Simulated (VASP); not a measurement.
# CaI (P-6m2) in VASP: a series of runs

Runs on CaI. Level: PBE. Tasks: single point.

Program: VASP 6.6.1. These are calculated values, not measurements. Logs are shortened: lines on timing, memory, paths and dates and some standing lists are left out, and cuts for length are marked.

## Step 1: The cell of the first run

Symmetry: P-6m2, No. 187, hexagonal system. Conventional cell: a = 4.147 Å, b = 4.147 Å, c = 4.576 Å, α = 90.00°, β = 90.00°, γ = 120.00°. Within 4.4 Å of Ca (site symmetry -6m2) lie 6 I at 3.31 Å and 6 Ca at 4.15 Å. Within 4.4 Å of I (site symmetry -6m2) lie 6 Ca at 3.31 Å and 6 I at 4.15 Å.

## Step 2: Single point, PBE

INCAR reads:

```
PREC = Accurate
ENCUT = 520
EDIFF = 1E-6
ISMEAR = 0
SIGMA = 0.3
LREAL = False
LASPH = True
NELM = 60
ALGO = Normal
ISIF = 2
LWAVE = False
LCHARG = False
GGA = PE
NBANDS = 16
```

KPOINTS reads:

```
Automatic mesh
0
Gamma
  8 8 6
```

POSCAR reads:

```
CaI
1.0
    4.1468200000      0.0000000000      0.0000000000
   -2.0734100000      3.5912520000      0.0000000000
    0.0000000000      0.0000000000      4.5762290000
Ca I
1 1
Direct
    0.0000000000      0.0000000000      0.5000000000
    0.6666666667      0.3333333333      0.0000000000
```

Potentials or basis: VASP PAW PBE potentials, release 64 (Ca_sv, I).

The run is started by

```sh
cat potpaw_PBE.64/Ca_sv/POTCAR potpaw_PBE.64/I/POTCAR > POTCAR
mpirun -np 1 vasp_std > vasp.out
```

OUTCAR:

```text
PREC = Accurate
   ENCUT = 520
   EDIFF = 1E-6
   ISMEAR = 0
   LREAL = False
   LASPH = True
   NELM = 60
   ISIF = 2
   GGA = PE

 ion  position               nearest neighbor table
   1  0.000  0.000  0.500-   2 3.31   2 3.31   2 3.31   2 3.31   2 3.31   2 3.31
   2  0.667  0.333  0.000-   1 3.31   1 3.31   1 3.31   1 3.31   1 3.31   1 3.31

  LATTYP: Found a hexagonal cell.
 ALAT       =     4.1468200000
 C/A-ratio  =     1.1035513960

  Lattice vectors:

 A1 = (   4.1468200000,   0.0000000000,   0.0000000000)
 A2 = (  -2.0734100000,   3.5912520000,   0.0000000000)
 A3 = (   0.0000000000,   0.0000000000,   4.5762290000)

Analysis of symmetry for initial positions (statically):
=====================================================================
 Subroutine PRICEL returns:
 Original cell was already a primitive cell.

 Routine SETGRP: Setting up the symmetry group for a
 hexagonal supercell.

 Subroutine GETGRP returns: Found 12 space group operations
 (whereof 12 operations were pure point group operations)
 out of a pool of 24 trial point group operations.

The static configuration has the point symmetry D_3h.

Analysis of symmetry for dynamics (positions and initial velocities):
=====================================================================
 Subroutine PRICEL returns:
 Original cell was already a primitive cell.

 Routine SETGRP: Setting up the symmetry group for a
 hexagonal supercell.

 Subroutine GETGRP returns: Found 12 space group operations
 (whereof 12 operations were pure point group operations)
 out of a pool of 24 trial point group operations.

The dynamic configuration has the point symmetry D_3h.

 Subroutine INISYM returns: Found 12 space group operations
 (whereof 12 operations are pure point group operations),
 and found     1 'primitive' translations

----------------------------------------------------------------------------------------

                                     Primitive cell

  volume of cell :      68.1505

  direct lattice vectors                    reciprocal lattice vectors
     4.146820000  0.000000000  0.000000000     0.241148639  0.139227211  0.000000000
    -2.073410000  3.591252000  0.000000000     0.000000000  0.278454422  0.000000000
     0.000000000  0.000000000  4.576229000     0.000000000  0.000000000  0.218520533

  length of vectors
     4.146820000  4.146820463  4.576229000     0.278454453  0.278454422  0.218520533

  position of ions in fractional coordinates (direct lattice)
     0.000000000  0.000000000  0.500000000
     0.666666667  0.333333333  0.000000000

  ion indices of the primitive-cell ions
   primitive index   ion index
                 1           1
                 2           2

----------------------------------------------------------------------------------------

 KPOINTS: Automatic mesh

Automatic generation of k-mesh.
 Grid dimensions read from file:
 generate k-points for:    8    8    6

 Generating k-lattice:

  Cartesian coordinates                     Fractional coordinates (reciprocal lattice)
     0.030143580  0.017403401  0.000000000     0.125000000  0.000000000  0.000000000
     0.000000000  0.034806803  0.000000000     0.000000000  0.125000000  0.000000000
     0.000000000  0.000000000  0.036420089     0.000000000  0.000000000  0.166666667

  Length of vectors
     0.034806807  0.034806803  0.036420089

  Shift w.r.t. Gamma in fractional coordinates (k-lattice)
     0.000000000  0.000000000  0.000000000

 Subroutine IBZKPT returns following result:
 ===========================================

 Found     40 irreducible k-points:

 Following reciprocal coordinates:
            Coordinates               Weight
  0.000000  0.000000  0.000000      1.000000
  0.125000 -0.000000  0.000000      6.000000
  0.250000 -0.000000  0.000000      6.000000
  0.375000 -0.000000  0.000000      6.000000
  0.500000 -0.000000  0.000000      3.000000
  0.125000  0.125000  0.000000      6.000000
[... 16 lines left out ...]
  0.250000 -0.000000  0.333333     12.000000
  0.375000 -0.000000  0.333333     12.000000
 [... further k-points ...]
   k-points           NKPTS =     40   k-points in BZ     NKDIM =     40   number of bands    NBANDS=     16
   number of dos      NEDOS =    301   number of ions     NIONS =      2
   total plane-waves  NPLWV =  36864
   dimension x,y,z NGX =    32 NGY =   32 NGZ =   36
   dimension x,y,z NGXF=    64 NGYF=   64 NGZF=   72
   ions per type =               1   1
   NGX,Y,Z   is equivalent  to a cutoff of  12.83, 12.83, 13.08 a.u.
   NGXF,Y,Z  is equivalent  to a cutoff of  25.66, 25.66, 26.16 a.u.
 SYSTEM =  unknown system
   PREC   = accura    normal or accurate (medium, high low for compatibility)
   ISTART =      0    job   : 0-new  1-cont  2-samecut
   ICHARG =      2    charge: 1-file 2-atom 10-const
   ISPIN  =      1    spin polarized calculation?
   LNONCOLLINEAR =      F non collinear calculations
   LSORBIT =      F    spin-orbit coupling
   LASPH  =      T    aspherical Exc in radial PAW
   ENCUT  =  520.0 eV  38.22 Ry    6.18 a.u.   7.71  7.71  8.51*2*pi/ulx,y,z
   NELM   =     60;   NELMIN=  2; NELMDL= -5     # of ELM steps
   EDIFF  = 0.1E-05   stopping-criterion for ELM
   LREAL  =      F    real-space projection
   EDIFFG = 0.1E-04   stopping-criterion for IOM
   NSW    =      0    number of steps for IOM
   IBRION =     -1    ionic relax: 0-MD 1-quasi-New 2-CG
   NFREE  =      0    steps in history (QN), initial steepest desc. (CG)
   ISIF   =      2    stress and relaxation
   ISYM   =      2    0-nonsym 1-usesym 2-fastsym
   POTIM  = 0.5000    time-step for ionic-motion
   TEBEG  =    0.0;   TEEND  =   0.0 temperature during run
   PSTRESS=    0.0 pullay stress
   NELECT =      17.0000    total number of electrons
   NUPDOWN=      -1.0000    fix difference up-down
   EMIN   =  10.00;   EMAX   =-10.00  energy-range for DOS
   EFERMI =   0.00;   METHOD = LEGACY
   ISMEAR =     0;   SIGMA  =   0.30  broadening in eV -4-tet -1-fermi 0-gaus
   EFERMI_NEDOS =   21; number of points for ismear=-14 and -15
   IALGO  =     38    algorithm
   IMIX   =      4    mixing-type and parameters
     AMIX     =   0.40;   BMIX     =  1.00
     AMIX_MAG =   1.60;   BMIX_MAG =  1.00
  volume/ion in A,a.u.               =      34.08       229.95
  Fermi-wavevector in a.u.,A,eV,Ry     =   1.030548  1.947453 14.449783  1.062029
  Thomas-Fermi vector in A             =   2.164652
   LORBIT       =      0    0 simple, 1 ext, 2 COOP (PROOUT), +10 PAW based schemes
   GGA     = PE    functional components
   LHFCALC =     F    Hartree Fock is set to
   AEXX    =    0.0000 exact exchange contribution
   IVDW    =     0    specifies the selected vdW correction
   LEPSILON=     F    determine dielectric tensor
   LRPA    =     F    only Hartree local field effects (RPA)
 non-spin polarized calculation
 Gauss-broadening in eV      SIGMA  =   0.30
  energy-cutoff  :      520.00
  volume of cell :       68.15
 maximum number of plane-waves:      1871
 NGX is ok and might be reduce to    32
   NGX = 15   NGY = 15   NGZ = 17

 number of electron      17.0000000 magnetization

 Free energy of the ion-electron system (eV)
  ---------------------------------------------------
  ext. energy  EPLUGINS =         0.00000000
  ---------------------------------------------------
  free energy    TOTEN  =        -5.45079955 eV

  energy without entropy =       -5.35372853  energy(sigma->0) =       -5.40226404

 E-fermi :   5.5977     XC(G=0):  -8.6929

 val. band max:        5.5484046166   @ k =   0.3750  -0.0000   0.1667
 cond. band min:       5.6125198688   @ k =   0.2500   0.1250   0.3333
 fundamental gap:      0.0641152522
 Fermi energy:         5.5976504806

 k-point     1 :       0.0000    0.0000    0.0000
  band No.  band energies     occupation
      1     -36.8245      2.00000
      2     -17.8902      2.00000
      3     -17.7946      2.00000
      4     -17.7946      2.00000
      5      -9.5354      2.00000
      6       0.7866      2.00000
[... 8 lines left out ...]
     15      10.5658      0.00000
     16      10.9675      0.00000

 k-point     2 :       0.1250   -0.0000    0.0000
  band No.  band energies     occupation
      1     -36.8238      2.00000
      2     -17.8885      2.00000
      3     -17.8050      2.00000
      4     -17.7969      2.00000
      5      -9.4688      2.00000
      6       0.8071      2.00000
[... 8 lines left out ...]
     15      10.2694      0.00000
     16      11.3541      0.00000

 k-point     3 :       0.2500   -0.0000    0.0000
  band No.  band energies     occupation
      1     -36.8223      2.00000
      2     -17.8845      2.00000
      3     -17.8298      2.00000
      4     -17.8025      2.00000
      5      -9.3002      2.00000
      6       0.3124      2.00000
[... 8 lines left out ...]
     15      10.4059      0.00000
     16      11.3051      0.00000

 k-point     4 :       0.3750   -0.0000    0.0000
  band No.  band energies     occupation
      1     -36.8208      2.00000
      2     -17.8805      2.00000
      3     -17.8544      2.00000
      4     -17.8081      2.00000
      5      -9.1186      2.00000
      6      -0.4939      2.00000
[... 8 lines left out ...]
     15      10.1026      0.00000
     16      11.0273      0.00000

 k-point     5 :       0.5000   -0.0000    0.0000
  band No.  band energies     occupation
      1     -36.8201      2.00000
      2     -17.8788      2.00000
      3     -17.8645      2.00000
      4     -17.8104      2.00000
      5      -9.0388      2.00000
      6      -0.7937      2.00000
[... 8 lines left out ...]
     15       9.3520      0.00000
     16      11.0431      0.00000

 k-point     6 :       0.1250    0.1250    0.0000
  band No.  band energies     occupation
      1     -36.8228      2.00000
      2     -17.8857      2.00000
      3     -17.8214      2.00000
      4     -17.8020      2.00000
      5      -9.3510      2.00000
      6       0.6348      2.00000
[... 8 lines left out ...]
     15      10.2798      0.00000
     16      11.4751      0.00000

 k-point     7 :       0.2500    0.1250    0.0000
  band No.  band energies     occupation
      1     -36.8212      2.00000
      2     -17.8816      2.00000
      3     -17.8436      2.00000
      4     -17.8101      2.00000
      5      -9.1740      2.00000
      6      -0.1439      2.00000
[... 8 lines left out ...]
     15      10.4740      0.00000
     16      10.9712      0.00000

 k-point     8 :       0.3750    0.1250    0.0000
  band No.  band energies     occupation
      1     -36.8201      2.00000
      2     -17.8788      2.00000
      3     -17.8590      2.00000
      4     -17.8159      2.00000
      5      -9.0403      2.00000
      6      -0.6269      2.00000
[... 8 lines left out ...]
     15       9.8418      0.00000
     16      10.8824      0.00000

 k-point     9 :       0.2500    0.2500    0.0000
  band No.  band energies     occupation
      1     -36.8201      2.00000
      2     -17.8788      2.00000
      3     -17.8516      2.00000
      4     -17.8234      2.00000
      5      -9.0419      2.00000
      6      -0.3818      2.00000
[... 8 lines left out ...]
     15      10.5273      0.00000
     16      10.6659      0.00000
[... 172 lines left out ...]
 k-point    19 :       0.2500    0.2500    0.1667
  band No.  band energies     occupation
      1     -36.8200      2.00000
      2     -17.8838      2.00000
      3     -17.8499      2.00000
      4     -17.8226      2.00000
      5      -9.0273      2.00000
      6      -0.2989      2.00000
[... 8 lines left out ...]
     15       9.5399      0.00000
     16      10.9695      0.00000

 k-point    20 :       0.3750    0.2500    0.1667
  band No.  band energies     occupation
      1     -36.8195      2.00000
      2     -17.8823      2.00000
      3     -17.8507      2.00000
      4     -17.8304      2.00000
      5      -8.9751      2.00000
      6      -0.3229      2.00000
[... 8 lines left out ...]
     15      10.0722      0.00000
     16      10.9247      0.00000

 k-point    21 :       0.0000    0.0000    0.3333
  band No.  band energies     occupation
      1     -36.8240      2.00000
      2     -17.9128      2.00000
      3     -17.7933      2.00000
      4     -17.7933      2.00000
      5      -9.3742      2.00000
      6      -0.6489      2.00000
[... 8 lines left out ...]
     15      10.1882      0.00000
     16      11.9855      0.00000

 k-point    22 :       0.1250   -0.0000    0.3333
  band No.  band energies     occupation
      1     -36.8234      2.00000
      2     -17.9100      2.00000
      3     -17.8030      2.00000
      4     -17.7955      2.00000
      5      -9.3233      2.00000
      6      -0.5426      2.00000
[... 8 lines left out ...]
     15      10.1324      0.00000
     16      11.3937      0.00000

 k-point    23 :       0.2500   -0.0000    0.3333
  band No.  band energies     occupation
      1     -36.8218      2.00000
      2     -17.9032      2.00000
      3     -17.8262      2.00000
      4     -17.8009      2.00000
      5      -9.1948      2.00000
      6      -0.2769      2.00000
[... 8 lines left out ...]
     15       9.9700      0.00000
     16      11.4552      0.00000

 k-point    24 :       0.3750   -0.0000    0.3333
  band No.  band energies     occupation
      1     -36.8203      2.00000
      2     -17.8964      2.00000
      3     -17.8493      2.00000
      4     -17.8063      2.00000
      5      -9.0568      2.00000
      6      -0.2507      2.00000
[... 8 lines left out ...]
     15       9.7642      0.00000
     16      10.8226      0.00000

 [... further k-points ...]

------------------------ aborting loop because EDIFF is reached ----------------------------------------

  FORCE on cell =-STRESS in cart. coord.  units (eV):
  Direction    XX          YY          ZZ          XY          YZ          ZX
  --------------------------------------------------------------------------------------
  -------------------------------------------------------------------------------------
  Total       -0.0416381     -0.0416381      0.0835429      0.0000000      0.0000000      0.0000000
  in kB       -0.9788870     -0.9788873      1.9640447      0.0000000      0.0000000      0.0000000
  external PRESSURE =       0.0020901 kB  Pullay stress =       0.0000000 kB

 VOLUME and BASIS-vectors are now :
 -----------------------------------------------------------------------------
  energy-cutoff  :      520.00
  volume of cell :       68.15
      direct lattice vectors                 reciprocal lattice vectors
     4.146820000  0.000000000  0.000000000     0.241148639  0.139227211  0.000000000
    -2.073410000  3.591252000  0.000000000     0.000000000  0.278454422  0.000000000
     0.000000000  0.000000000  4.576229000     0.000000000  0.000000000  0.218520533

 POSITION                                       TOTAL-FORCE (eV/Angst)
 -----------------------------------------------------------------------------------
      0.00000      0.00000      2.28811         0.000000      0.000000      0.000000
      2.07341      1.19708      0.00000        -0.000000      0.000000      0.000000
 -----------------------------------------------------------------------------------
    total drift:                               -0.000000     -0.000002      0.000000

  FREE ENERGIE OF THE ION-ELECTRON SYSTEM (eV)
  ---------------------------------------------------
  free  energy   TOTEN  =        -5.4507995454 eV

  energy  without entropy=       -5.3537285265  energy(sigma->0) =       -5.40226404
```

Run time: 23 s. Hardware: 1 thread of Intel Xeon Platinum 8559C (Emerald Rapids), shared host; peak memory 0.19 GiB.

Results:

```
Free energy : -5.4508 eV
Pressure    : 0.0 GPa
```

Stress tensor (GPa, compression positive):
```
-0.10  0.00  0.00
 0.00 -0.10  0.00
 0.00  0.00  0.20
```

Caveat: spin-orbit coupling is left out, which moves the levels of the heavy elements; an odd number of electrons without spin polarisation forces a metal; a magnetic or distorted state may lie lower.

(Part 1 of 2 ends here.)
